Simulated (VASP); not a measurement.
# Si (Fm-3m) in VASP: a series of runs

The runs below take Si through single point, with PBE.

All numbers are computed with VASP 6.6.1; they aren't measurements. Logs are shortened: lines on timing, memory, paths and dates and some standing lists are left out, and cuts for length are marked.

## 1. The cell of the first run

Symmetry: Fm-3m, No. 225, cubic system. The conventional cell has a = 3.340 Å, b = 3.340 Å, c = 3.340 Å, α = 90.00°, β = 90.00°, γ = 90.00°. Within 3.1 Å of Si (site symmetry m-3m) lie 12 Si at 2.36 Å.

This isn't the form of Si at room conditions, which is diamond.

## 2. Single point, PBE

Input file INCAR:

```
ALGO = Normal ; EDIFF = 1E-6
ENCUT = 500 ; GGA = PE
GGA_COMPAT = False ; ISIF = 2
ISMEAR = -1 ; LASPH = True
LCHARG = False ; LREAL = False
LWAVE = False ; NBANDS = 8
NELM = 120 ; PREC = Accurate
SIGMA = 0.15
```

Input file KPOINTS:

```
k-points
0
Gamma
  15 15 15
```

Input file POSCAR:

```
Si
1.0
    0.0000000000      1.6700000000      1.6700000000
    1.6700000000      0.0000000000      1.6700000000
    1.6700000000      1.6700000000      0.0000000000
Si
1
Direct
    0.0000000000      0.0000000000      0.0000000000
```

Potentials or basis: VASP PAW PBE potentials, release 64 (Si).

Run with:

```console
$ cat potpaw_PBE.64/Si/POTCAR > POTCAR
$ mpirun -np 1 vasp_std > vasp.out
```

OUTCAR:

```text
EDIFF = 1E-6
   ENCUT = 500
   GGA = PE
   ISIF = 2
   ISMEAR = -1
   LASPH = True
   LREAL = False
   NELM = 120
   PREC = Accurate

 ion  position               nearest neighbor table
   1  0.000  0.000  0.000-

  LATTYP: Found a face centered cubic cell.
 ALAT       =     3.3400000000

  Lattice vectors:

 A1 = (   0.0000000000,   1.6700000000,   1.6700000000)
 A2 = (   1.6700000000,   0.0000000000,   1.6700000000)
 A3 = (   1.6700000000,   1.6700000000,   0.0000000000)

Analysis of symmetry for initial positions (statically):
=====================================================================
 Subroutine PRICEL returns:
 Original cell was already a primitive cell.

 Routine SETGRP: Setting up the symmetry group for a
 face centered cubic supercell.

 Subroutine GETGRP returns: Found 48 space group operations
 (whereof 48 operations were pure point group operations)
 out of a pool of 48 trial point group operations.

The static configuration has the point symmetry O_h .

Analysis of symmetry for dynamics (positions and initial velocities):
=====================================================================
 Subroutine PRICEL returns:
 Original cell was already a primitive cell.

 Routine SETGRP: Setting up the symmetry group for a
 face centered cubic supercell.

 Subroutine GETGRP returns: Found 48 space group operations
 (whereof 48 operations were pure point group operations)
 out of a pool of 48 trial point group operations.

The dynamic configuration has the point symmetry O_h .

 Subroutine INISYM returns: Found 48 space group operations
 (whereof 48 operations are pure point group operations),
 and found     1 'primitive' translations

----------------------------------------------------------------------------------------

                                     Primitive cell

  volume of cell :       9.3149

  direct lattice vectors                    reciprocal lattice vectors
     0.000000000  1.670000000  1.670000000    -0.299401198  0.299401198  0.299401198
     1.670000000  0.000000000  1.670000000     0.299401198 -0.299401198  0.299401198
     1.670000000  1.670000000  0.000000000     0.299401198  0.299401198 -0.299401198

  length of vectors
     2.361736649  2.361736649  2.361736649     0.518578086  0.518578086  0.518578086

  position of ions in fractional coordinates (direct lattice)
     0.000000000  0.000000000  0.000000000

  ion indices of the primitive-cell ions
   primitive index   ion index
                 1           1
[... 69 lines left out ...]
   LASPH  =      T    aspherical Exc in radial PAW
   ENCUT  =  500.0 eV  36.75 Ry    6.06 a.u.   4.31  4.31  4.31*2*pi/ulx,y,z
   NELM   =    120;   NELMIN=  2; NELMDL= -5     # of ELM steps
   EDIFF  = 0.1E-05   stopping-criterion for ELM
   LREAL  =      F    real-space projection
   EDIFFG = 0.1E-04   stopping-criterion for IOM
   NSW    =      0    number of steps for IOM
   IBRION =     -1    ionic relax: 0-MD 1-quasi-New 2-CG
   NFREE  =      0    steps in history (QN), initial steepest desc. (CG)
   ISIF   =      2    stress and relaxation
   ISYM   =      2    0-nonsym 1-usesym 2-fastsym
   POTIM  = 0.5000    time-step for ionic-motion
   TEBEG  =    0.0;   TEEND  =   0.0 temperature during run
   PSTRESS=    0.0 pullay stress
   NELECT =       4.0000    total number of electrons
   NUPDOWN=      -1.0000    fix difference up-down
   EMIN   =  10.00;   EMAX   =-10.00  energy-range for DOS
   EFERMI =   0.00;   METHOD = LEGACY
   ISMEAR =    -1;   SIGMA  =   0.15  broadening in eV -4-tet -1-fermi 0-gaus
   EFERMI_NEDOS =   21; number of points for ismear=-14 and -15
   IALGO  =     38    algorithm
   IMIX   =      4    mixing-type and parameters
     AMIX     =   0.40;   BMIX     =  1.00
     AMIX_MAG =   1.60;   BMIX_MAG =  1.00
  volume/ion in A,a.u.               =       9.31        62.86
  Fermi-wavevector in a.u.,A,eV,Ry     =   1.235099  2.333998 20.755266  1.525469
  Thomas-Fermi vector in A             =   2.369762
   LORBIT       =      0    0 simple, 1 ext, 2 COOP (PROOUT), +10 PAW based schemes
   GGA     = PE    functional components
   LHFCALC =     F    Hartree Fock is set to
   AEXX    =    0.0000 exact exchange contribution
   IVDW    =     0    specifies the selected vdW correction
   LEPSILON=     F    determine dielectric tensor
   LRPA    =     F    only Hartree local field effects (RPA)
 non-spin polarized calculation
  energy-cutoff  :      500.00
  volume of cell :        9.31
 maximum number of plane-waves:       259
 NGX is ok and might be reduce to    18
   NGX =  9   NGY =  9   NGZ =  9

 number of electron       4.0000000 magnetization

 Free energy of the ion-electron system (eV)
  ---------------------------------------------------
  ext. energy  EPLUGINS =         0.00000000
  ---------------------------------------------------
  free energy    TOTEN  =        -3.87419663 eV

  energy without entropy =       -3.84881887  energy(sigma->0) =       -3.86150775

 E-fermi :  17.1278     XC(G=0): -13.0689

 val. band max:       17.1022816145   @ k =   0.3333   0.1333   0.0000
 cond. band min:      17.1443643705   @ k =   0.4667   0.3333   0.0000
 fundamental gap:      0.0420827560
 Fermi energy:        17.1278282574

 k-point     1 :       0.0000    0.0000    0.0000
  band No.  band energies     occupation
      1      -2.0737      2.00000
      2      30.8997      0.00000
      3      30.8997      0.00000
      4      30.8997      0.00000
      5      34.6769      0.00000
      6      34.6769      0.00000
      7      34.6769      0.00000
      8      37.3292      0.00000
[... 243 lines left out ...]
 k-point    24 :       0.2000    0.1333    0.0000
  band No.  band energies     occupation
      1      -0.5236      2.00000
      2      23.9665      0.00000
      3      26.6440      0.00000
      4      28.0571      0.00000
      5      31.3693      0.00000
      6      33.2179      0.00000
      7      40.0394      0.00000
      8      40.4666      0.00000

 [... further k-points ...]
[... 5 lines left out ...]
  --------------------------------------------------------------------------------------
  -------------------------------------------------------------------------------------
  Total        5.5008791      5.5008791      5.5008791      0.0000000     -0.0000000     -0.0000000
  in kB      946.1571529    946.1571529    946.1571529      0.0000000     -0.0000000     -0.0000000
  external PRESSURE =     946.1571529 kB  Pullay stress =       0.0000000 kB

 VOLUME and BASIS-vectors are now :
 -----------------------------------------------------------------------------
  energy-cutoff  :      500.00
  volume of cell :        9.31
      direct lattice vectors                 reciprocal lattice vectors
     0.000000000  1.670000000  1.670000000    -0.299401198  0.299401198  0.299401198
     1.670000000  0.000000000  1.670000000     0.299401198 -0.299401198  0.299401198
     1.670000000  1.670000000  0.000000000     0.299401198  0.299401198 -0.299401198

 POSITION                                       TOTAL-FORCE (eV/Angst)
 -----------------------------------------------------------------------------------
      0.00000      0.00000      0.00000         0.000000     -0.000000     -0.000000
 -----------------------------------------------------------------------------------
    total drift:                                0.000000      0.000000      0.000000

  FREE ENERGIE OF THE ION-ELECTRON SYSTEM (eV)
  ---------------------------------------------------
  free  energy   TOTEN  =        -3.8741966292 eV

  energy  without entropy=       -3.8488188660  energy(sigma->0) =       -3.86150775
```

OSZICAR:

```text
N       E                     dE             d eps       ncg     rms          rms(c)
DAV:   1    -0.148955668052E+01   -0.14896E+01   -0.20512E+03  2288   0.389E+02
DAV:   2    -0.392077446786E+01   -0.24312E+01   -0.23481E+01  2768   0.323E+01
DAV:   3    -0.393048216178E+01   -0.97077E-02   -0.97066E-02  2288   0.205E+00
DAV:   4    -0.393048670317E+01   -0.45414E-05   -0.45432E-05  3208   0.438E-02
DAV:   5    -0.393048670416E+01   -0.98517E-09   -0.28439E-09  2272   0.224E-04    0.627E+00
DAV:   6    -0.389573836204E+01    0.34748E-01   -0.29428E-03  2360   0.298E-01    0.352E+00
DAV:   7    -0.387433679356E+01    0.21402E-01   -0.71125E-03  2432   0.467E-01    0.258E-01
DAV:   8    -0.387419871037E+01    0.13808E-03   -0.36322E-05  3032   0.422E-02    0.327E-02
DAV:   9    -0.387419677169E+01    0.19387E-05   -0.13456E-06  2360   0.677E-03    0.142E-03
DAV:  10    -0.387419662924E+01    0.14245E-06   -0.50867E-09  1720   0.597E-04
   1 F= -.38741966E+01 E0= -.38615077E+01  d E =-.253778E-01
```

stdout:

```text
POSCAR found type information on POSCAR Si
 POSCAR found :  1 types and       1 ions
 scaLAPACK will be used
 LDA part: xc-table for (Slater+PW92), standard interpolation
 POSCAR, INCAR and KPOINTS ok, starting setup
 FFT: planning ... GRIDC
 FFT: planning ... GRID_SOFT
 FFT: planning ... GRID
 WAVECAR not read
 entering main loop
```

It took 5.9 s on 1 thread of Intel Xeon Platinum 8259CL at 2.50GHz (Skylake/Cascade Lake), shared host; peak memory 0.11 GiB.

What came out:

```
Free energy            : -3.8742 eV
Pressure               : 94.6 GPa
Band gap on the k mesh : zero (bands 2 and 3 overlap by 16.91 eV)
```

Levels at points of the mesh, in eV from the Fermi level:
```
           k point  band 1  band 2  band 3  band 4  band 5
(0.00, 0.00, 0.00)  -19.20   13.77   13.77   13.77   17.55
```

Caveat: the cell stands under pressure.

## 3. Single point, PBE

This run uses another cell than the first one, of 9.59 Å³/atom.

Input file INCAR:

```
SYSTEM = Si
PREC     = Accurate       ! precision mode
ENCUT    = 500            ! plane-wave cutoff, eV
EDIFF    = 1E-6           ! SCF threshold, eV
ISMEAR   = -1             ! smearing method
SIGMA    = 0.15           ! smearing width, eV
LREAL    = .FALSE.        ! projectors in reciprocal space
LASPH    = .TRUE.         ! aspherical terms in the spheres
NELM     = 120            ! most SCF steps
ALGO     = Normal         ! electronic algorithm
ISIF     = 2              ! what is computed and relaxed
LWAVE    = .FALSE.        ! write WAVECAR
LCHARG   = .FALSE.        ! write CHGCAR
GGA      = PE             ! functional
NBANDS   = 8              ! bands
GGA_COMPAT= .FALSE.
```

Input file KPOINTS:

```
Automatic mesh
0
G
  15 15 15
  0 0 0
```

Input file POSCAR:

```
Si
1.0
    0.0000000000      1.6865357289      1.6865357289
    1.6865357289      0.0000000000      1.6865357289
    1.6865357289      1.6865357289      0.0000000000
Si
1
Direct
    0.0000000000      0.0000000000      0.0000000000
```

Potentials or basis: VASP PAW PBE potentials, release 64 (Si).

Run with:

```console
$ cat potpaw_PBE.64/Si/POTCAR > POTCAR
$ mpirun -np 1 vasp_std > vasp.out
```

Run time: 6 s. Hardware: 1 thread of Intel Xeon Platinum 8259CL at 2.50GHz (Skylake/Cascade Lake), shared host; peak memory 0.11 GiB.

The run converged. Its results:

```
Free energy            : -4.0288 eV
Pressure               : 82.8 GPa
Band gap on the k mesh : zero (bands 2 and 3 overlap by 16.76 eV)
```

Levels at points of the mesh, in eV from the Fermi level:
```tsv
k point	band 1	band 2	band 3	band 4	band 5
(0.00, 0.00, 0.00)	-18.85	13.63	13.63	13.63	17.04
```

Caveat: the cell stands under pressure.

## 4. Single point, PBE

This run uses another cell than the first one, of 9.87 Å³/atom.

Input file INCAR:

```
SYSTEM = Si
PREC = Accurate
ENCUT = 500
EDIFF = 1E-6
ISMEAR = -1
SIGMA = 0.15
LREAL = .FALSE.
LASPH = .TRUE.
NELM = 120
ALGO = Normal
ISIF = 2
LWAVE = .FALSE.
LCHARG = .TRUE.
GGA = PE
LELF = .TRUE.
LVHAR = .TRUE.
NBANDS = 8
GGA_COMPAT = .FALSE.
```

KPOINTS is that of step 3.

Input file POSCAR:

```
Si
1.0
    0.0000000000      1.7027534134      1.7027534134
    1.7027534134      0.0000000000      1.7027534134
    1.7027534134      1.7027534134      0.0000000000
Si
1
Direct
    0.0000000000      0.0000000000      0.0000000000
```

Run with:

```console
$ cat potpaw_PBE.64/Si/POTCAR > POTCAR
$ mpirun -np 1 vasp_std > vasp.out
```

Run time: 6.3 s. Hardware: 1 thread of Intel Xeon Platinum 8259CL at 2.50GHz (Skylake/Cascade Lake), shared host; peak memory 0.11 GiB.

The run converged. Its results:

- Free energy: -4.1641 eV
- Pressure: 72.5 GPa
- Band gap on the k mesh: zero (bands 2 and 3 overlap by 16.62 eV)

Levels at points of the mesh, in eV from the Fermi level:
```csv
k point,band 1,band 2,band 3,band 4,band 5
"(0.00, 0.00, 0.00)",-18.51,13.50,13.50,13.50,16.56
```

Caveat: the cell stands under pressure.

## 5. Overview

```csv
cell,gap on the mesh (eV),pressure (GPa)
"a = 2.362 Å, angles 60.0°, 1 atom",none,94.6
"a = 2.385 Å, angles 60.0°, 1 atom",none,82.8
"a = 2.408 Å, angles 60.0°, 1 atom",none,72.5
```

Alike in all rows: task single point; level PBE; potentials or basis VASP PAW PBE potentials, release 64 (Si); no spin polarisation; k mesh 15 × 15 × 15; cutoff (eV) 500; smearing fermi-dirac 0.15 eV.

Caveats: the cell stands under pressure.

Absolute energies hang on the potentials; compare differences alone.

The gap in the log of VASP goes by the Fermi energy; the results here count the filled bands.